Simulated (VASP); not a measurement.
A run of VASP 6.6.1 is set up as follows.

INCAR

```
PREC = Accurate ; ENCUT = 520
EDIFF = 1E-6 ; ISMEAR = -1
SIGMA = 0.1 ; LREAL = False
LASPH = True ; NELM = 150
ALGO = Normal ; ISIF = 2
LWAVE = False ; LCHARG = False
ISPIN = 2 ; MAGMOM = 0 0 1.4 -1.4
LORBIT = 11 ; LMAXMIX = 4
LDAU = True ; LDAUTYPE = 2
LDAUL = -1 2 ; LDAUU = 0 4
LDAUJ = 0 0 ; LDAUPRINT = 1
GGA = PE ; NBANDS = 29
```

File KPOINTS:

```
regular mesh
0
Gamma
  7 7 4
```

POSCAR

```
CuO
1.0
    2.3415000000     -1.7101500000      0.0000000000
    2.3415000000      1.7101500000      0.0000000000
   -0.8640400000      0.0000000000      5.0511300000
O Cu
2 2
Direct
    0.5830000000      0.4170000000      0.2500000000
    0.4170000000      0.5830000000      0.7500000000
    0.0000000000      0.5000000000      0.0000000000
    0.5000000000      0.0000000000      0.5000000000
```

Potentials or basis: VASP PAW PBE potentials, release 64 (O, Cu).

Launch:

```bash
$ cat potpaw_PBE.64/O/POTCAR potpaw_PBE.64/Cu/POTCAR > POTCAR
$ mpirun -np 1 vasp_std > vasp.out
```

Q: What does it give for the pressure?

A: 4.3 GPa.

Q: What does it give for the largest force?

A: 0.046 eV/Å.

Q: What does it give for the net moment?

A: 0.00 μB per cell.

Q: Predict the site moments.

A: O +0.00; Cu +0.57, -0.57 μB.

Eigenvalues of the final occupation matrices:
| site | spin | trace | eigenvalues |
| --- | --- | --- | --- |
| site 3 d | 1 | 4.88 | 0.96 0.97 0.97 0.98 1.01 |
| site 3 d | 2 | 4.30 | 0.43 0.95 0.97 0.97 0.98 |
| site 4 d | 1 | 4.30 | 0.43 0.95 0.97 0.97 0.98 |
| site 4 d | 2 | 4.88 | 0.96 0.97 0.97 0.98 1.01 |

The state reached can hang on the start; a lower one may exist.
